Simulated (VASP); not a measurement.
Wanted: the native input for a VASP 6.6.1 run.

| Item | Value |
| --- | --- |
| Task | single point |
| Functional | r2SCAN |
| Potentials or basis | VASP PAW PBE potentials, release 64 (Ge_d) |
| Cutoff | 550 eV |
| k mesh | 20 × 20 × 18 |
| Occupations | gaussian, width 0.15 eV |
| Spin | no spin polarisation |
| Dipole correction | no |
| Further INCAR settings | ALGO = Normal; EDIFF = 1e-06; NBANDS = 13 |

Ge:

```
Ge
1.0
     1.36222   -2.53550    0.00000
     1.36222    2.53550    0.00000
     0.00000    0.00000    2.63078
Ge
1
Direct
  0.50000 0.50000 0.00000
```

This cell differs from its parent crystal: strain -0.025 along x and y, -0.025 along z.

One way to write it, as run:

POSCAR

```
Ge
1.0
    1.3622202750     -2.5355031000      0.0000000000
    1.3622202750      2.5355031000      0.0000000000
    0.0000000000      0.0000000000      2.6307752250
Ge
1
Direct
    0.5000000000      0.5000000000      0.0000000000
```

INCAR.step1

```
PREC = Accurate
ENCUT = 550
ISMEAR = 0
SIGMA = 0.15
LREAL = False
LASPH = True
NELM = 120
NBANDS = 13
GGA = PE
ALGO = Normal
EDIFF = 1E-5
LWAVE = True
LCHARG = False
GGA_COMPAT = False
```

INCAR.step2

```
PREC = Accurate
ENCUT = 550
EDIFF = 1E-6
ISMEAR = 0
SIGMA = 0.15
LREAL = False
LASPH = True
NELM = 120
ALGO = Normal
ISIF = 2
LWAVE = False
LCHARG = False
METAGGA = R2SCAN
LMIXTAU = True
NBANDS = 13
ISTART = 1
GGA_COMPAT = False
```

KPOINTS

```
regular mesh
0
Gamma
  20 20 18
```

Potentials or basis: VASP PAW PBE potentials, release 64 (Ge_d).

Run with:

```sh
$ cat potpaw_PBE.64/Ge_d/POTCAR > POTCAR
$ cp INCAR.step1 INCAR
$ mpirun -np 1 vasp_std > vasp.out
$ cp INCAR.step2 INCAR
$ mpirun -np 1 vasp_std > vasp.out
```

It gave:

The pressure is 2.3 GPa. The band gap on the k mesh is zero (bands 7 and 8 overlap by 10.96 eV).

Caveat: the cell differs from its parent crystal (strain -0.025 along x and y, -0.025 along z); the PAW data sets were made with another functional, which shifts forces and pressure a little.

It took 10 min on 1 thread of Intel Xeon 8259CL, on a shared host, peak memory 0.36 GiB.
